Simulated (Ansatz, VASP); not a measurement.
**One calculation of Bi2Te3, two programs**

File INCAR:

```
PREC     = Accurate       # precision mode
ENCUT    = 520            # plane-wave cutoff, eV
EDIFF    = 1E-6           # SCF threshold, eV
ISMEAR   = -1             # smearing method
SIGMA    = 0.05           # smearing width, eV
LREAL    = F              # projectors in reciprocal space
LASPH    = T              # aspherical terms in the spheres
NELM     = 60             # most SCF steps
ALGO     = Normal         # electronic algorithm
ISIF     = 2              # what is computed and relaxed
LWAVE    = F              # write WAVECAR
LCHARG   = F              # write CHGCAR
GGA      = PE             # functional
NBANDS   = 32             # bands
```

KPOINTS

```
regular mesh
0
Gamma
  6 6 6
```

POSCAR

```
Bi2Te3
1.0
    2.2447113540      1.2959846339     10.1097561013
   -2.2447113540      1.2959846339     10.1097561013
    0.0000000000     -2.5919692677     10.1097561013
Bi Te
2 3
Direct
    0.1880000000      0.1880000000      0.1880000000
    0.5980000000      0.5980000000      0.5980000000
    0.3890000000      0.3890000000      0.3890000000
    0.8000000000      0.8000000000      0.8000000000
    0.0000000000      0.0000000000      0.0000000000
```

Input for Ansatz:

```yaml
crystal:
  lattice:
    - [2.244711354025604, 1.2959846338547698, 10.109756101250529]
    - [-2.244711354025604, 1.2959846338547698, 10.109756101250529]
    - [0.0, -2.5919692677095396, 10.109756101250529]
  atoms:
    - { symbol: Bi, position: [0.188, 0.188, 0.188] }
    - { symbol: Bi, position: [0.598, 0.598, 0.598] }
    - { symbol: Te, position: [0.389, 0.389, 0.389] }
    - { symbol: Te, position: [0.8, 0.8, 0.8] }
    - { symbol: Te, position: [0.0, 0.0, 0.0] }
basis:
  ecutwfc: 571.4391111657479
kpoints:
  mp_grid:
    grid: [6, 6, 6]
hamiltonian:
  xc: pbe
scf:
  occupations:
    method: fermi_dirac
    width: 0.05
output:
  stress: true
```

Alike in both runs: task single point; functional PBE; k mesh 6 × 6 × 6; occupations fermi-dirac, width 0.05 eV; no spin polarisation.

|  | VASP | Ansatz |
| --- | --- | --- |
| version | VASP 6.6.1 | Ansatz 0.2.0 |
| potentials or method | VASP PAW PBE potentials, release 64 (Bi_d, Te), cutoff 520 eV | plane waves, PAW |
| valence electrons in the cell | 48 | 78 |

|  | VASP | Ansatz | Ansatz less VASP |
| --- | --- | --- | --- |
| pressure (GPa) | -0.7 | -0.6 | +0.04 |
| traceless stress, the component that is largest in VASP (GPa) | -0.69 | -0.68 | +0.009 |

With one functional, cell and mesh, what is left measures potentials, basis and numerics. VASP's potentials hold 48 valence electrons a cell and Ansatz's 78, so a difference there can come from the potentials and not from the codes.

Spin-orbit coupling is off throughout.
